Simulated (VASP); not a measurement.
# BeSe4 (P-3m1) in VASP: a series of runs

The runs below take BeSe4 through relaxation of cell and atoms, single point, with PBE.

All numbers are computed with VASP 6.6.1; they aren't measurements. Logs are shortened: lines on timing, memory, paths and dates and some standing lists are left out, and cuts for length are marked.

### Step 1. The cell of the first run

The structure is trigonal, space group P-3m1 (No. 164). The conventional cell has a = 3.382 Å, b = 3.382 Å, c = 10.874 Å, α = 90.00°, β = 90.00°, γ = 120.00°. Be (site symmetry -3m) has 6 Se at 2.44 Å within 3.2 Å. Within 3.2 Å of Se (site symmetry 3m) lie 3 Be at 2.44 Å. Se (site symmetry 3m) has 12 Se at 3.28 to 3.38 Å within 4.3 Å.

### Step 2. Relaxation of cell and atoms, PBE

Input file INCAR:

```
SYSTEM = BeSe4
PREC = Accurate
ENCUT = 600
EDIFF = 1E-6
ISMEAR = 0
SIGMA = 0.1
LREAL = .False.
LASPH = .True.
NELM = 100
ALGO = Normal
ISIF = 3
LWAVE = .False.
LCHARG = .False.
GGA = PE
IBRION = 2
NSW = 90
EDIFFG = -0.04
```

Input file KPOINTS:

```
Automatic mesh
0
Gamma
  6 6 2
  0 0 0
```

Input file POSCAR:

```
BeSe4
1.0
    3.3816997500      0.0000000000      0.0000000000
   -1.6908498700      2.9286378900      0.0000000000
    0.0000000000      0.0000000000     10.8737925800
Be Se
1 4
Direct
    0.0000000000      0.0000000000      0.0000000000
    0.3333333300      0.6666666700      0.8658552800
    0.3333333300      0.6666666700      0.3767953500
    0.6666666700      0.3333333300      0.1341447200
    0.6666666700      0.3333333300      0.6232046500
```

Potentials or basis: VASP PAW PBE potentials, release 64 (Be, Se).

Launch:

```sh
$ cat potpaw_PBE.64/Be/POTCAR potpaw_PBE.64/Se/POTCAR > POTCAR
$ mpirun -np 1 vasp_std > vasp.out
```

OUTCAR:

```text
SYSTEM = BeSe4
   PREC = Accurate
   ENCUT = 600
   EDIFF = 1E-6
   ISMEAR = 0
   LREAL = .False.
   LASPH = .True.
   NELM = 100
   ISIF = 3
   GGA = PE
   IBRION = 2
   NSW = 90
   EDIFFG = -0.04

 ion  position               nearest neighbor table
   1  0.000  0.000  0.000-   2 2.44   4 2.44   2 2.44   4 2.44   4 2.44   2 2.44
   2  0.333  0.667  0.866-   1 2.44   1 2.44   1 2.44
   3  0.333  0.667  0.377-
   4  0.667  0.333  0.134-   1 2.44   1 2.44   1 2.44
   5  0.667  0.333  0.623-

  LATTYP: Found a hexagonal cell.
 ALAT       =     3.3816997500
 C/A-ratio  =     3.2154813803

  Lattice vectors:

 A1 = (   3.3816997500,   0.0000000000,   0.0000000000)
 A2 = (  -1.6908498700,   2.9286378900,   0.0000000000)
 A3 = (   0.0000000000,   0.0000000000,  10.8737925800)

Analysis of symmetry for initial positions (statically):
=====================================================================
 Subroutine PRICEL returns:
 Original cell was already a primitive cell.

 Routine SETGRP: Setting up the symmetry group for a
 hexagonal supercell.

 Subroutine GETGRP returns: Found 12 space group operations
 (whereof 12 operations were pure point group operations)
 out of a pool of 24 trial point group operations.

The static configuration has the point symmetry D_3d.

Analysis of symmetry for dynamics (positions and initial velocities):
=====================================================================
 Subroutine PRICEL returns:
 Original cell was already a primitive cell.

 Routine SETGRP: Setting up the symmetry group for a
 hexagonal supercell.

 Subroutine GETGRP returns: Found 12 space group operations
 (whereof 12 operations were pure point group operations)
 out of a pool of 24 trial point group operations.

The dynamic configuration has the point symmetry D_3d.

 Subroutine INISYM returns: Found 12 space group operations
 (whereof 12 operations are pure point group operations),
 and found     1 'primitive' translations

----------------------------------------------------------------------------------------

                                     Primitive cell

  volume of cell :     107.6916

  direct lattice vectors                    reciprocal lattice vectors
     3.381699750  0.000000000  0.000000000     0.295709281  0.170727832  0.000000000
    -1.690849870  2.928637890  0.000000000     0.000000000  0.341455666  0.000000000
     0.000000000  0.000000000 10.873792580     0.000000000  0.000000000  0.091964234

  length of vectors
     3.381699750  3.381699746 10.873792580     0.341455665  0.341455666  0.091964234

  position of ions in fractional coordinates (direct lattice)
     0.000000000  0.000000000  0.000000000
[... 94 lines left out ...]
  volume/ion in A,a.u.               =      21.54       145.35
  Fermi-wavevector in a.u.,A,eV,Ry     =   1.019386  1.926360 14.138466  1.039148
  Thomas-Fermi vector in A             =   2.152897
   LORBIT       =      0    0 simple, 1 ext, 2 COOP (PROOUT), +10 PAW based schemes
   GGA     = PE    functional components
   LHFCALC =     F    Hartree Fock is set to
   AEXX    =    0.0000 exact exchange contribution
   IVDW    =     0    specifies the selected vdW correction
   LEPSILON=     F    determine dielectric tensor
   LRPA    =     F    only Hartree local field effects (RPA)
 conjugate gradient relaxation of ions
 non-spin polarized calculation
 Gauss-broadening in eV      SIGMA  =   0.10
  energy-cutoff  :      600.00
  volume of cell :      107.69
 maximum number of plane-waves:      3616
 NGX is ok and might be reduce to    28
   NGX = 13   NGY = 13   NGZ = 43

--------------------------------------- Ionic step        1  -------------------------------------------

 number of electron      25.9999999 magnetization

 Free energy of the ion-electron system (eV)
  ---------------------------------------------------
  ext. energy  EPLUGINS =         0.00000000
  ---------------------------------------------------
  free energy    TOTEN  =       -15.73907060 eV

  energy without entropy =      -15.72655920  energy(sigma->0) =      -15.73281490

------------------------ aborting loop because EDIFF is reached ----------------------------------------

  FORCE on cell =-STRESS in cart. coord.  units (eV):
  Direction    XX          YY          ZZ          XY          YZ          ZX
  --------------------------------------------------------------------------------------
  -------------------------------------------------------------------------------------
  Total       -2.5704389     -2.5704389     -7.7791964     -0.0000000      0.0000000      0.0000000
  in kB      -38.2416044    -38.2416043   -115.7346893     -0.0000001      0.0000000      0.0000000
  external PRESSURE =     -64.0726327 kB  Pullay stress =       0.0000000 kB
[... 98 lines left out ...]
  FREE ENERGIE OF THE ION-ELECTRON SYSTEM (eV)
  ---------------------------------------------------
  free  energy   TOTEN  =       -16.2302201012 eV

  energy  without entropy=      -16.2169450902  energy(sigma->0) =      -16.22358260

 E-fermi :   4.5351     XC(G=0):  -9.9801

 val. band max:        4.4807252060   @ k =   0.3333  -0.0000   0.0000
 cond. band min:       4.5706033085   @ k =   0.1667  -0.0000   0.5000
 fundamental gap:      0.0898781025
 Fermi energy:         4.5351270927

 k-point     1 :       0.0000    0.0000    0.0000
  band No.  band energies     occupation
      1     -11.2711      2.00000
      2      -9.3354      2.00000
      3      -8.9448      2.00000
      4      -6.4901      2.00000
      5      -0.7942      2.00000
      6       2.4822      2.00000
[... 257 lines left out ...]
      4      -7.7953      2.00000
      5      -1.0475      2.00000
      6      -0.8029      2.00000
[... 9 lines left out ...]
     16       5.6562      0.00000
     17      10.2050      0.00000

[... ionic steps 4 to 7 ...]

--------------------------------------- Ionic step        8  -------------------------------------------

 number of electron      26.0000001 magnetization

------------------------ aborting loop because EDIFF is reached ----------------------------------------
[... 73 lines left out ...]
--------------------------------------- Ionic step       10  -------------------------------------------

 number of electron      26.0000001 magnetization

 Free energy of the ion-electron system (eV)
  ---------------------------------------------------
  ext. energy  EPLUGINS =         0.00000000
  ---------------------------------------------------
  free energy    TOTEN  =       -17.27136962 eV

  energy without entropy =      -17.25483073  energy(sigma->0) =      -17.26310018

 E-fermi :   4.9285     XC(G=0): -10.1441

 val. band max:        4.8795342767   @ k =   0.3333  -0.0000   0.0000
 cond. band min:       4.9427628577   @ k =   0.1667  -0.0000   0.5000
 fundamental gap:      0.0632285810
 Fermi energy:         4.9285144148

 k-point     1 :       0.0000    0.0000    0.0000
  band No.  band energies     occupation
      1     -10.9970      2.00000
      2      -9.1611      2.00000
      3      -8.8371      2.00000
      4      -6.0858      2.00000
      5      -0.6357      2.00000
      6       2.9816      2.00000
[... 301 lines left out ...]
  FREE ENERGIE OF THE ION-ELECTRON SYSTEM (eV)
  ---------------------------------------------------
  free  energy   TOTEN  =       -17.2713696216 eV

  energy  without entropy=      -17.2548307303  energy(sigma->0) =      -17.26310018

 reached required accuracy - stopping structural energy minimisation
```

OSZICAR:

```text
N       E                     dE             d eps       ncg     rms          rms(c)
DAV:   1     0.137523564844E+03    0.13752E+03   -0.12213E+04   476   0.147E+03
DAV:   2    -0.630852041277E+01   -0.14383E+03   -0.14202E+03   676   0.207E+02
DAV:   3    -0.159801657422E+02   -0.96716E+01   -0.95750E+01   629   0.623E+01
[... 97 lines left out ...]
DAV:   2    -0.172718678409E+02    0.12726E-02   -0.36080E-03   542   0.387E-01    0.129E-01
DAV:   3    -0.172713792245E+02    0.48862E-03   -0.12874E-03   529   0.189E-01    0.356E-02
DAV:   4    -0.172713716020E+02    0.76225E-05   -0.12399E-04   597   0.560E-02    0.256E-02
DAV:   5    -0.172713687209E+02    0.28811E-05   -0.37786E-05   588   0.318E-02    0.154E-02
DAV:   6    -0.172713696216E+02   -0.90069E-06   -0.65776E-06   498   0.171E-02
  10 F= -.17271370E+02 E0= -.17263100E+02  d E =-.724096E-03
```

It took 2.3 min on 1 thread of AMD EPYC 9R45 (Zen 5), shared host; peak memory 0.24 GiB.

What came out:

- Free energy: -17.2714 eV
- Relaxed volume: 19.20 Å³/atom
- Relaxed cell: a = 3.594 Å, b = 3.594 Å, c = 8.581 Å, α = 90.00°, β = 90.00°, γ = 120.00°
- Space group after relaxing (to 0.05 Å): P-3m1 (No. 164)
- Energy gained by relaxing: 306.5 meV/atom
- Ionic steps: 10
- Pressure after relaxing: 0.3 GPa
- Largest force after relaxing: 0.003 eV/Å
- Band gap on the k mesh: zero (band 13 reaches 5.46 eV, above the bottom of band 14 at 4.43 eV)

Forces on the atoms (eV/Å):
```
Be   0.000  0.000  0.000
Se   0.000  0.000  0.003
Se   0.000  0.000 -0.002
Se   0.000  0.000 -0.003
Se   0.000  0.000  0.002
```

Step by step:
```csv
step,energy change (eV),largest force (eV/Å),pressure (GPa),volume (Å³)
1,0.0000,0.6069,-6.41,107.69
2,-0.4838,0.7395,0.49,94.73
3,-0.4911,0.7533,1.63,93.36
4,-0.7333,1.1962,1.73,93.13
5,-1.4292,0.4928,4.22,91.61
6,-1.5040,0.2707,-1.88,99.56
7,-1.5215,0.2660,-0.21,96.99
8,-1.5292,0.0998,-0.21,96.74
9,-1.5316,0.0535,-0.19,96.51
10,-1.5323,0.0035,0.27,96.00
```

Final structure:
```
Be Se
1.0
     3.59424    0.00000    0.00000
    -1.79712    3.11270    0.00000
     0.00000    0.00000    8.58102
Be Se
1 4
Direct
  0.00000 0.00000 0.00000
  0.33333 0.66667 0.85405
  0.33333 0.66667 0.39579
  0.66667 0.33333 0.14595
  0.66667 0.33333 0.60421
```

### Step 3. Single point, PBE

This run uses another cell than the first one, of 19.26 Å³/atom, 0.894 times its volume.

Input file INCAR:

```
SYSTEM = BeSe4
PREC     = Accurate       ! precision mode
ENCUT    = 520            ! plane-wave cutoff, eV
EDIFF    = 1E-6           ! SCF threshold, eV
ISMEAR   = 0              ! smearing method
SIGMA    = 0.1            ! smearing width, eV
LREAL    = .False.        ! projectors in reciprocal space
LASPH    = .True.         ! aspherical terms in the spheres
NELM     = 100            ! most SCF steps
ALGO     = Normal         ! electronic algorithm
ISIF     = 2              ! what is computed and relaxed
LWAVE    = .False.        ! write WAVECAR
LCHARG   = .True.         ! write CHGCAR
GGA      = PE             ! functional
LELF     = .True.         ! ELF
LVHAR    = .True.       
NBANDS   = 21             ! bands
```

Input file KPOINTS:

```
Automatic mesh
0
Gamma
  12 12 6
  0 0 0
```

Input file POSCAR:

```
BeSe4
1.0
    3.5888716711      0.0000000000      0.0000000000
   -1.7944358356      3.1080540381      0.0000000000
    0.0000000000      0.0000000000      8.6348971099
Be Se
1 4
Direct
    0.0000000000      0.0000000000      0.0000000000
    0.3333333333      0.6666666667      0.8532149499
    0.3333333333      0.6666666667      0.3967792909
    0.6666666667      0.3333333333      0.1467850501
    0.6666666667      0.3333333333      0.6032207091
```

Potentials or basis: VASP PAW PBE potentials, release 64 (Be, Se).

Launch:

```sh
$ cat potpaw_PBE.64/Be/POTCAR potpaw_PBE.64/Se/POTCAR > POTCAR
$ mpirun -np 1 vasp_std > vasp.out
```

Wall time 95 s (1 thread of AMD EPYC 9R45 (Zen 5), shared host); peak memory 0.29 GiB.

The run converged. Its results:

```yaml
Free_energy: -17.2300 eV
Pressure: 0.0 GPa
Largest_force: 0.005 eV/Å
Band_gap_on_the_k_mesh: zero (band 13 reaches 5.44 eV, above the bottom of band 14 at 4.20 eV)
```

Forces on the atoms (eV/Å):
```
Be   0.000  0.000  0.000
Se   0.000  0.000 -0.005
Se   0.000  0.000 -0.005
Se   0.000  0.000  0.005
Se   0.000  0.000  0.005
```

Levels at points of the mesh, in eV from the Fermi level:
| k point | band 9 | band 10 | band 11 | band 12 | band 13 | band 14 | band 15 | band 16 | band 17 | band 18 |
| --- | --- | --- | --- | --- | --- | --- | --- | --- | --- | --- |
| (0.00, 0.00, 0.00) | -1.38 | -0.54 | -0.54 | -0.29 | -0.29 | 0.51 | 0.51 | 2.61 | 3.81 | 5.17 |
| (0.50, 0.00, 0.00) | -3.39 | -2.59 | -2.21 | -1.24 | -1.16 | 0.25 | 0.67 | 1.48 | 3.51 | 6.24 |
| (0.00, 0.00, 0.50) | -0.72 | -0.72 | -0.24 | -0.24 | 0.62 | 0.62 | 1.02 | 1.17 | 4.10 | 5.19 |
| (0.50, 0.00, 0.50) | -3.36 | -2.84 | -1.79 | -1.57 | -0.15 | 0.45 | 0.60 | 1.46 | 4.08 | 5.01 |

(Continued in part 2 of 2.)
